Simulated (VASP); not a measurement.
# F (P6_3/mmc) in VASP: notebook, part 2 of 2

VASP 6.6.1.

### Step 3. Single point, PBEsol (8.82 Å³/atom)

This run uses another cell than the first one, of 8.82 Å³/atom.

File INCAR:

```
PREC = Accurate
ENCUT = 520
EDIFF = 1E-6
ISMEAR = -1
SIGMA = 0.1
LREAL = False
LASPH = True
NELM = 100
ALGO = Normal
ISIF = 2
LWAVE = False
LCHARG = False
GGA = PS
NBANDS = 14
```

File KPOINTS:

```
Automatic mesh
0
Gamma
  18 18 10
```

File POSCAR:

```
F
1.0
    2.6661366859      0.0000000000      0.0000000000
   -1.3330683430      2.3089420999      0.0000000000
    0.0000000000      0.0000000000      2.8669239938
F
2
Direct
    0.3333333333      0.6666666667      0.2500000000
    0.6666666667      0.3333333333      0.7500000000
```

Potentials or basis: VASP PAW PBE potentials, release 64 (F).

Launch:

```console
> cat potpaw_PBE.64/F/POTCAR > POTCAR
> mpirun -np 1 vasp_std > vasp.out
```

OUTCAR:

```text
PREC = Accurate
   ENCUT = 520
   EDIFF = 1E-6
   ISMEAR = -1
   LREAL = False
   LASPH = True
   NELM = 100
   ISIF = 2
   GGA = PS

 ion  position               nearest neighbor table
   1  0.333  0.667  0.250-
   2  0.667  0.333  0.750-

  LATTYP: Found a hexagonal cell.
 ALAT       =     2.6661366859
 C/A-ratio  =     1.0753102078

  Lattice vectors:

 A1 = (   2.6661366859,   0.0000000000,   0.0000000000)
 A2 = (  -1.3330683430,   2.3089420999,   0.0000000000)
 A3 = (   0.0000000000,   0.0000000000,   2.8669239938)

Analysis of symmetry for initial positions (statically):
=====================================================================
 Subroutine PRICEL returns:
 Original cell was already a primitive cell.

 Routine SETGRP: Setting up the symmetry group for a
 hexagonal supercell.

 Subroutine GETGRP returns: Found 24 space group operations
 (whereof 12 operations were pure point group operations)
 out of a pool of 24 trial point group operations.

The static configuration has the point symmetry D_3d.
 The point group associated with its full space group is D_6h.

Analysis of symmetry for dynamics (positions and initial velocities):
=====================================================================
 Subroutine PRICEL returns:
 Original cell was already a primitive cell.

 Routine SETGRP: Setting up the symmetry group for a
 hexagonal supercell.

 Subroutine GETGRP returns: Found 24 space group operations
 (whereof 12 operations were pure point group operations)
 out of a pool of 24 trial point group operations.

The dynamic configuration has the point symmetry D_3d.
 The point group associated with its full space group is D_6h.

 Subroutine INISYM returns: Found 24 space group operations
 (whereof 12 operations are pure point group operations),
 and found     1 'primitive' translations

----------------------------------------------------------------------------------------

                                     Primitive cell

  volume of cell :      17.6487

  direct lattice vectors                    reciprocal lattice vectors
     2.666136686  0.000000000  0.000000000     0.375074543  0.216549389  0.000000000
    -1.333068343  2.308942100  0.000000000     0.000000000  0.433098777  0.000000000
     0.000000000  0.000000000  2.866923994     0.000000000  0.000000000  0.348805899

  length of vectors
     2.666136686  2.666136686  2.866923994     0.433098777  0.433098777  0.348805899

  position of ions in fractional coordinates (direct lattice)
     0.333333333  0.666666667  0.250000000
     0.666666667  0.333333333  0.750000000

  ion indices of the primitive-cell ions
   primitive index   ion index
                 1           1
                 2           2

----------------------------------------------------------------------------------------

 KPOINTS: Automatic mesh

Automatic generation of k-mesh.
 Grid dimensions read from file:
 generate k-points for:   18   18   10

 Generating k-lattice:

  Cartesian coordinates                     Fractional coordinates (reciprocal lattice)
     0.020837475  0.012030522  0.000000000     0.055555556  0.000000000  0.000000000
     0.000000000  0.024061043  0.000000000     0.000000000  0.055555556  0.000000000
     0.000000000  0.000000000  0.034880590     0.000000000  0.000000000  0.100000000

  Length of vectors
     0.024061043  0.024061043  0.034880590

  Shift w.r.t. Gamma in fractional coordinates (k-lattice)
     0.000000000  0.000000000  0.000000000

 Subroutine IBZKPT returns following result:
 ===========================================

 Found    222 irreducible k-points:

 Following reciprocal coordinates:
            Coordinates               Weight
  0.000000  0.000000  0.000000      1.000000
  0.055556 -0.000000  0.000000      6.000000
  0.111111 -0.000000  0.000000      6.000000
  0.166667 -0.000000  0.000000      6.000000
  0.222222 -0.000000  0.000000      6.000000
  0.277778 -0.000000  0.000000      6.000000
[... 16 lines left out ...]
  0.333333  0.111111  0.000000     12.000000
  0.388889  0.111111  0.000000     12.000000
 [... further k-points ...]
   k-points           NKPTS =    222   k-points in BZ     NKDIM =    222   number of bands    NBANDS=     14
   number of dos      NEDOS =    301   number of ions     NIONS =      2
   total plane-waves  NPLWV =   9600
   dimension x,y,z NGX =    20 NGY =   20 NGZ =   24
   dimension x,y,z NGXF=    40 NGYF=   40 NGZF=   48
   ions per type =               2
   NGX,Y,Z   is equivalent  to a cutoff of  12.47, 12.47, 13.92 a.u.
   NGXF,Y,Z  is equivalent  to a cutoff of  24.94, 24.94, 27.83 a.u.
 SYSTEM =  unknown system
   PREC   = accura    normal or accurate (medium, high low for compatibility)
   ISTART =      0    job   : 0-new  1-cont  2-samecut
   ICHARG =      2    charge: 1-file 2-atom 10-const
   ISPIN  =      1    spin polarized calculation?
   LNONCOLLINEAR =      F non collinear calculations
   LSORBIT =      F    spin-orbit coupling
   LASPH  =      T    aspherical Exc in radial PAW
   ENCUT  =  520.0 eV  38.22 Ry    6.18 a.u.   4.96  4.96  5.33*2*pi/ulx,y,z
   NELM   =    100;   NELMIN=  2; NELMDL= -5     # of ELM steps
   EDIFF  = 0.1E-05   stopping-criterion for ELM
   LREAL  =      F    real-space projection
   EDIFFG = 0.1E-04   stopping-criterion for IOM
   NSW    =      0    number of steps for IOM
   IBRION =     -1    ionic relax: 0-MD 1-quasi-New 2-CG
   NFREE  =      0    steps in history (QN), initial steepest desc. (CG)
   ISIF   =      2    stress and relaxation
   ISYM   =      2    0-nonsym 1-usesym 2-fastsym
   POTIM  = 0.5000    time-step for ionic-motion
   TEBEG  =    0.0;   TEEND  =   0.0 temperature during run
   PSTRESS=    0.0 pullay stress
   NELECT =      14.0000    total number of electrons
   NUPDOWN=      -1.0000    fix difference up-down
   EMIN   =  10.00;   EMAX   =-10.00  energy-range for DOS
   EFERMI =   0.00;   METHOD = LEGACY
   ISMEAR =    -1;   SIGMA  =   0.10  broadening in eV -4-tet -1-fermi 0-gaus
   EFERMI_NEDOS =   21; number of points for ismear=-14 and -15
   IALGO  =     38    algorithm
   IMIX   =      4    mixing-type and parameters
     AMIX     =   0.40;   BMIX     =  1.00
     AMIX_MAG =   1.60;   BMIX_MAG =  1.00
  volume/ion in A,a.u.               =       8.82        59.55
  Fermi-wavevector in a.u.,A,eV,Ry     =   1.515469  2.863821 31.247757  2.296645
  Thomas-Fermi vector in A             =   2.624988
   LORBIT       =      0    0 simple, 1 ext, 2 COOP (PROOUT), +10 PAW based schemes
   GGA     = PS    functional components
   LHFCALC =     F    Hartree Fock is set to
   AEXX    =    0.0000 exact exchange contribution
   IVDW    =     0    specifies the selected vdW correction
   LEPSILON=     F    determine dielectric tensor
   LRPA    =     F    only Hartree local field effects (RPA)
 non-spin polarized calculation
  energy-cutoff  :      520.00
  volume of cell :       17.65
 maximum number of plane-waves:       492
 NGX is ok and might be reduce to    20
   NGX =  9   NGY =  9   NGZ = 11

 number of electron      13.9999991 magnetization

 Free energy of the ion-electron system (eV)
  ---------------------------------------------------
  ext. energy  EPLUGINS =         0.00000000
  ---------------------------------------------------
  free energy    TOTEN  =        -2.24593567 eV

  energy without entropy =       -2.14125771  energy(sigma->0) =       -2.19359669

 E-fermi :  -1.6883     XC(G=0): -11.2747

 val. band max:       -1.6937137462   @ k =   0.3333   0.2778   0.0000
 cond. band min:      -1.6857728226   @ k =   0.3333   0.2222   0.2000
 fundamental gap:      0.0079409237
 Fermi energy:        -1.6882819701

 k-point     1 :       0.0000    0.0000    0.0000
  band No.  band energies     occupation
      1     -25.0269      2.00000
      2     -20.7083      2.00000
      3      -6.1326      2.00000
      4      -3.8546      2.00000
      5      -3.8546      2.00000
      6      -1.8647      1.70744
      7      -1.8647      1.70744
      8      -0.9954      0.00196
      9      11.9123      0.00000
     10      17.8482      0.00000
     11      26.6455      0.00000
     12      26.6455      0.00000
     13      27.9291      0.00000
     14      30.4304      0.00000
[... 375 lines left out ...]
 k-point    24 :       0.3889    0.1111    0.0000
  band No.  band energies     occupation
      1     -23.2898      2.00000
      2     -21.8865      2.00000
      3      -6.0520      2.00000
      4      -4.7173      2.00000
      5      -4.3753      2.00000
      6      -3.2549      2.00000
      7      -2.7320      1.99994
      8      -1.5047      0.27507
      9      15.6673      0.00000
     10      19.8012      0.00000
     11      20.6899      0.00000
     12      24.4486      0.00000
     13      29.4737      0.00000
     14      30.7198      0.00000

 [... further k-points ...]
[... 5 lines left out ...]
  --------------------------------------------------------------------------------------
  -------------------------------------------------------------------------------------
  Total        0.8184866      0.8184866      0.8215472     -0.0000000      0.0000000     -0.0000000
  in kB       74.3037103     74.3037103     74.5815581     -0.0000000      0.0000000     -0.0000000
  external PRESSURE =      74.3963263 kB  Pullay stress =       0.0000000 kB

 VOLUME and BASIS-vectors are now :
 -----------------------------------------------------------------------------
  energy-cutoff  :      520.00
  volume of cell :       17.65
      direct lattice vectors                 reciprocal lattice vectors
     2.666136686  0.000000000  0.000000000     0.375074543  0.216549389  0.000000000
    -1.333068343  2.308942100  0.000000000     0.000000000  0.433098777  0.000000000
     0.000000000  0.000000000  2.866923994     0.000000000  0.000000000  0.348805899

 POSITION                                       TOTAL-FORCE (eV/Angst)
 -----------------------------------------------------------------------------------
     -0.00000      1.53929      0.71673        -0.000000     -0.000000      0.000000
      1.33307      0.76965      2.15019         0.000000      0.000000      0.000000
 -----------------------------------------------------------------------------------
    total drift:                               -0.000000      0.000000     -0.000000

  FREE ENERGIE OF THE ION-ELECTRON SYSTEM (eV)
  ---------------------------------------------------
  free  energy   TOTEN  =        -2.2459356733 eV

  energy  without entropy=       -2.1412577143  energy(sigma->0) =       -2.19359669
```

OSZICAR:

```text
N       E                     dE             d eps       ncg     rms          rms(c)
DAV:   1     0.579472603324E+02    0.57947E+02   -0.89085E+03  6548   0.101E+03
DAV:   2    -0.100538093483E+01   -0.58953E+02   -0.57165E+02  7974   0.231E+02
DAV:   3    -0.228363615351E+01   -0.12783E+01   -0.12727E+01  7116   0.301E+01
DAV:   4    -0.228693026031E+01   -0.32941E-02   -0.32941E-02  7392   0.174E+00
DAV:   5    -0.228694055046E+01   -0.10290E-04   -0.10290E-04  7068   0.836E-02    0.229E+00
DAV:   6    -0.224880217734E+01    0.38138E-01   -0.32887E-02  6828   0.116E+00    0.857E-01
DAV:   7    -0.224545094511E+01    0.33512E-02   -0.10650E-02  6792   0.656E-01    0.853E-02
DAV:   8    -0.224589729336E+01   -0.44635E-03   -0.21068E-04  6870   0.139E-01    0.217E-02
DAV:   9    -0.224593061713E+01   -0.33324E-04   -0.67788E-06  6978   0.320E-02    0.675E-03
DAV:  10    -0.224593436339E+01   -0.37463E-05   -0.12529E-06  5512   0.112E-02    0.138E-03
DAV:  11    -0.224593545872E+01   -0.10953E-05   -0.13234E-07  3606   0.368E-03    0.688E-04
DAV:  12    -0.224593567332E+01   -0.21459E-06   -0.14008E-08  3234   0.145E-03
   1 F= -.22459357E+01 E0= -.21935967E+01  d E =-.104678E+00
```

stdout:

```text
POSCAR found type information on POSCAR F
 POSCAR found :  1 types and       2 ions
 scaLAPACK will be used
 -----------------------------------------------------------------------------
|                                                                             |
|                                                                             |
|     You enforced a specific xc type in the INCAR file but a different       |
|     I HOPE YOU KNOW WHAT YOU ARE DOING!                                     |
|                                                                             |
 -----------------------------------------------------------------------------

 LDA part: xc-table for (Slater+PW92), standard interpolation
 POSCAR, INCAR and KPOINTS ok, starting setup
 FFT: planning ... GRIDC
 FFT: planning ... GRID_SOFT
 FFT: planning ... GRID
 WAVECAR not read
 entering main loop
```

Wall time 62 s (1 thread of Intel Xeon 8259CL, shared host); peak memory 0.15 GiB.

What came out:

| Quantity | Value |
| --- | --- |
| Free energy | -2.2459 eV |
| Pressure | 7.4 GPa |
| Band gap on the k mesh | zero (bands 7 and 8 overlap by 1.84 eV) |

Levels at points of the mesh, in eV from the Fermi level:
```tsv
k point	band 3	band 4	band 5	band 6	band 7	band 8	band 9	band 10	band 11	band 12
(0.00, 0.00, 0.00)	-4.44	-2.17	-2.17	-0.18	-0.18	0.69	13.60	19.54	28.33	28.33
(0.50, 0.00, 0.00)	-4.21	-3.26	-2.67	-1.55	-1.06	0.27	17.29	21.31	22.34	26.28
(0.00, 0.00, 0.50)	-2.36	-2.36	-1.14	-1.14	-1.14	-1.14	17.71	17.71	28.82	28.82
(0.50, 0.00, 0.50)	-5.35	-5.35	-1.59	-1.59	0.14	0.14	19.34	19.34	24.56	24.56
```

Caveat: the cell stands under pressure; the PAW data sets were made with another functional, which shifts forces and pressure a little.

### Step 4. Single point, PBEsol (9.80 Å³/atom)

This run uses another cell than the first one, of 9.80 Å³/atom.

File INCAR:

```
SYSTEM = F
PREC     = Accurate       ! precision mode
ENCUT    = 520            ! plane-wave cutoff, eV
EDIFF    = 1E-6           ! SCF threshold, eV
ISMEAR   = -1             ! smearing method
SIGMA    = 0.1            ! smearing width, eV
LREAL    = .FALSE.        ! projectors in reciprocal space
LASPH    = .TRUE.         ! aspherical terms in the spheres
NELM     = 80             ! most SCF steps
ALGO     = Normal         ! electronic algorithm
ISIF     = 2              ! what is computed and relaxed
LWAVE    = .FALSE.        ! write WAVECAR
LCHARG   = .FALSE.        ! write CHGCAR
GGA      = PS             ! functional
NBANDS   = 14             ! bands
```

File KPOINTS:

```
Automatic mesh
0
G
  18 18 10
  0 0 0
```

File POSCAR:

```
F
1.0
    2.8082979214      0.0000000000      0.0000000000
   -1.4041489607      2.4320573413      0.0000000000
    0.0000000000      0.0000000000      2.8711252228
F
2
Direct
    0.3333333333      0.6666666667      0.2500000000
    0.6666666667      0.3333333333      0.7500000000
```

Launch:

```console
> cat potpaw_PBE.64/F/POTCAR > POTCAR
> mpirun -np 1 vasp_std > vasp.out
```

Wall time 46 s (1 thread of Intel Xeon 8259CL, shared host); peak memory 0.16 GiB.

The run converged. Its results:

```
Free energy            : -2.2924 eV
Pressure               : -0.9 GPa
Band gap on the k mesh : zero (bands 7 and 8 overlap by 1.70 eV)
```

Levels at points of the mesh, in eV from the Fermi level:
| k point | band 5 | band 6 | band 7 | band 8 | band 9 | band 10 |
| --- | --- | --- | --- | --- | --- | --- |
| (0.00, 0.00, 0.00) | -2.11 | -0.21 | -0.21 | 0.53 | 12.75 | 19.51 |
| (0.50, 0.00, 0.00) | -2.21 | -1.23 | -0.89 | 0.26 | 16.54 | 20.13 |
| (0.00, 0.00, 0.50) | -1.11 | -1.11 | -1.11 | -1.11 | 17.03 | 17.03 |
| (0.50, 0.00, 0.50) | -1.46 | -1.46 | 0.14 | 0.14 | 18.74 | 18.74 |

Caveat: the PAW data sets were made with another functional, which shifts forces and pressure a little.

### Step 5. The runs side by side

| cell | gap on the mesh (eV) | pressure (GPa) |
| --- | --- | --- |
| a = 2.513, b = 2.513, c = 2.868 Å, angles 90.0, 90.0, 120.0°, 2 atoms | none | 22.7 |
| a = 2.666, b = 2.666, c = 2.867 Å, angles 90.0, 90.0, 120.0°, 2 atoms | none | 7.4 |
| a = 2.808, b = 2.808, c = 2.871 Å, angles 90.0, 90.0, 120.0°, 2 atoms | none | -0.9 |

Alike in all rows: task single point; level PBEsol; potentials or basis VASP PAW PBE potentials, release 64 (F); no spin polarisation; k mesh 18 × 18 × 10; cutoff (eV) 520; smearing fermi-dirac 0.1 eV.

Caveats: the PAW data sets were made with another functional, which shifts forces and pressure a little; the cell stands under pressure (at least some runs).

Total energies depend on the potentials used, so only differences within one code and one set of settings carry meaning.
